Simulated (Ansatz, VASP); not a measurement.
Two plane-wave programs on Si3Ge

The input INCAR:

```
  ALGO = Normal
  EDIFF = 1E-6
  ENCUT = 520
  GGA = PE
  ISIF = 2
  ISMEAR = 0
  LASPH = T
  LCHARG = F
  LREAL = F
  LWAVE = F
  NBANDS = 21
  NELM = 60
  PREC = Accurate
  SIGMA = 0.1
```

KPOINTS

```
k-points
0
Gamma
  6 6 2
```

Contents of POSCAR:

```
Si3Ge
1.0
    1.6626723400     -2.2248058500      0.0000000000
    1.6626723400      2.2248058500      0.0000000000
    0.0000000000      0.0000000000      9.0450968000
Si Ge
3 1
Direct
    0.5000000000      0.5000000000      0.7433156400
    0.0000000000      0.0000000000      0.5000000000
    0.5000000000      0.5000000000      0.2566843600
    0.0000000000      0.0000000000      0.0000000000
```

Input for Ansatz:

```yaml
crystal:
  lattice:
    - [1.66267234, -2.22480585, 0.0]
    - [1.66267234, 2.22480585, 0.0]
    - [0.0, 0.0, 9.0450968]
  atoms:
    - { symbol: Si, position: [0.5, 0.5, 0.74331564] }
    - { symbol: Si, position: [0.0, 0.0, 0.5] }
    - { symbol: Si, position: [0.5, 0.5, 0.25668436] }
    - { symbol: Ge, position: [0.0, 0.0, 0.0] }
basis:
  ecutwfc: 420
kpoints:
  mp_grid: { grid: [6, 6, 2] }
hamiltonian:
  xc: pbe
scf:
  occupations: { method: gaussian, width: 0.1 }
  lower_state_search: "off"
output:
  forces: true
  stress: true
  eigenvalues: true
```

Change from the starting cell: species swapped into the Nb3In type (Cmmm, No. 65).

Alike in both runs: task single point; functional PBE; k mesh 6 × 6 × 2; occupations gaussian, width 0.1 eV; no spin polarisation.

|  | VASP | Ansatz |
| --- | --- | --- |
| version | VASP 6.6.1 | Ansatz 0.2.0 |
| potentials or method | VASP PAW PBE potentials, release 64 (Si, Ge_d), cutoff 520 eV | scalar-relativistic, plane waves, PAW |
| valence electrons in the cell | 26 | 26 |

VASP gave:

```
gap on the k mesh at the Fermi level (eV)                     : none
pressure (GPa)                                                : -3.2
traceless stress, the component that is largest in VASP (GPa) : 6.30
rms of the force components (eV/Å)                            : 0.203
```

Question: Estimate Ansatz's values.

Answer: gap on the k mesh at the Fermi level (eV): none; pressure (GPa): -3.2; traceless stress, the component that is largest in VASP (GPa): 6.29; rms of the force components (eV/Å): 0.203.

Atom by atom the forces differ by 0.001 eV/Å (rms over components). A gap of «none» marks a metal or a gap that the smearing closes. The functional is the same, so the differences come from potentials, cutoffs and numerics.

The k mesh is coarse, so the values compare programs but aren't converged.
